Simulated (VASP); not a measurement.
Runs of VASP 6.6.1 on Pt. The structure is that of space group Fd-3m (No. 227), or close to it. The cells are those of the table. 

```tsv
task	spin	cell	k mesh	cutoff (eV)	gap on the mesh (eV)	pressure (GPa)
single point	off	a = 4.098 Å, angles 60.0°, 2 atoms	11 × 11 × 11	520	none	-9.1
single point	off	a = 3.995 Å, angles 60.0°, 2 atoms	11 × 11 × 11	520	none	0.0
single point	off	a = 3.995 Å, angles 60.0°, 2 atoms	10 × 10 × 10	520	none	0.0
single point	off	a = 3.941 Å, angles 60.0°, 2 atoms	11 × 11 × 11	520	none	6.5
single point	non-collinear, zero start, SOC	a = 3.995 Å, angles 60.0°, 2 atoms	10 × 10 × 10	520	-	-0.1
relaxation of cell and atoms	off	relaxed from a = 3.863 Å, angles 60.0°, 2 atoms	10 × 10 × 10	600	none	0.1
single point	off	a = 3.828 Å, angles 60.0°, 2 atoms	11 × 11 × 11	520	none	(b)
single point	off	a = 3.995 Å, angles 60.0°, 2 atoms	16 × 16 × 16	520	none	0.0
single point	off	a = 4.148 Å, angles 60.0°, 2 atoms	11 × 11 × 11	520	none	(a)
single point	off	a = 3.885 Å, angles 60.0°, 2 atoms	11 × 11 × 11	520	none	14.9
single point	off	a = 4.047 Å, angles 60.0°, 2 atoms	11 × 11 × 11	520	none	-5.1
```

Alike in all rows: level LDA; potentials or basis VASP PAW LDA potentials, release 64 (Pt); smearing fermi-dirac 0.1 eV.

Task: Estimate the missing entries.

Result: (a) -12.1; (b) 25.7.

Caveats: spin-orbit coupling is left out, which moves the levels of the heavy elements (some runs).

A k mesh can miss the band edges, and rows without SOC leave out spin-orbit coupling on Pt.

A gap of «none» marks levels without a gap at the run's occupations.
